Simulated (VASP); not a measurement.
**Te: single point with PBEsol**

Te:

```
Te
1.0
     3.15088    0.00000    0.00000
     0.00000    3.15088    0.00000
     0.00000    0.00000    3.15088
Te
1
Direct
  0.00000 0.00000 0.00000
```

```yaml
Program: VASP 6.6.1
Task: single point
Functional: PBEsol
Potentials_or_basis: VASP PAW PBE potentials, release 64 (Te)
Cutoff: 520 eV
k_mesh: 16 × 16 × 16
Occupations: fermi-dirac, width 0.1 eV
Spin: no spin polarisation
```

| Item | Value |
| --- | --- |
| Pressure | 0.0 GPa |
| Band gap on the k mesh | zero (band 3 reaches 9.61 eV, above the bottom of band 4 at 3.77 eV) |

Levels at points of the mesh, in eV from the Fermi level:
| k point | band 1 | band 2 | band 3 | band 4 | band 5 | band 6 |
| --- | --- | --- | --- | --- | --- | --- |
| (0.00, 0.00, 0.00) | -13.93 | 1.28 | 1.28 | 1.28 | 6.03 | 6.03 |
| (0.50, 0.00, 0.00) | -12.07 | -6.29 | 2.76 | 2.76 | 7.92 | 9.65 |
| (0.50, 0.50, 0.00) | -10.16 | -4.61 | -4.61 | 1.88 | 4.19 | 11.15 |
| (0.50, 0.50, 0.50) | -8.13 | -3.08 | -3.08 | -3.08 | 4.30 | 4.30 |

Wall time 10 s on 1 thread of Intel(R) Xeon(R) Platinum 8488C (Sapphire Rapids), on a shared host, peak memory 0.17 GiB.

Caveat: the PAW data sets were made with another functional, which shifts forces and pressure a little; spin-orbit coupling is left out, which moves the levels of the heavy elements.
